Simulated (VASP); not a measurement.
Wanted: the native input for a VASP 6.6.1 run.

| Quantity | Value |
| --- | --- |
| Task | single point |
| Functional | PBE |
| Potentials or basis | VASP PAW PBE potentials, release 64 (Os) |
| Cutoff | 520 eV |
| k mesh | 6 × 6 × 4 |
| Occupations | gaussian, width 0.1 eV |
| Spin | no spin polarisation |
| Dipole correction | no |
| Further INCAR settings | ALGO = Normal; EDIFF = 1e-07; NBANDS = 24 |

The structure of Os lies in POSCAR:

```
Os
1.0
    2.5527705329     -1.6871860380      0.0000000000
    2.5527705329      1.6871860380      0.0000000000
    0.0000000000      0.0000000000      6.8824523259
Os
4
Direct
    0.8500000000      0.1500000000      0.1170000000
    0.6500000000      0.3500000000      0.6170000000
    0.1500000000      0.8500000000      0.8830000000
    0.3500000000      0.6500000000      0.3830000000
```

The input as run:

INCAR

```
SYSTEM = Os
PREC = Accurate
ENCUT = 520
EDIFF = 1E-7
ISMEAR = 0
SIGMA = 0.1
LREAL = .False.
LASPH = .True.
NELM = 100
ALGO = Normal
ISIF = 2
LWAVE = .False.
LCHARG = .False.
GGA = PE
NBANDS = 24
```

KPOINTS

```
Automatic mesh
0
Gamma
  6 6 4
  0 0 0
```

Potentials or basis: VASP PAW PBE potentials, release 64 (Os).

Command:

```sh
$ cat potpaw_PBE.64/Os/POTCAR > POTCAR
$ mpirun -np 1 vasp_std > vasp.out
```

It gave:

The pressure is 81.1 GPa and the largest force is 16.086 eV/Å. The band gap on the k mesh is zero (bands 16 and 17 overlap by 1.81 eV).

Caveat: the k points lie up to 0.37 Å⁻¹ apart, too coarse for converged energies and pressures of a metal; atoms lie so close that the PAW spheres overlap strongly, which falsifies energies and pressures; spin-orbit coupling is left out, which moves the levels of the heavy elements; forces of over 1 eV/Å act on the atoms, so gaps and moduli don't describe the material at rest.

It took 36 s on 1 thread of Intel(R) Xeon(R) Platinum 8488C (Sapphire Rapids) (shared host), peak memory 0.2 GiB.
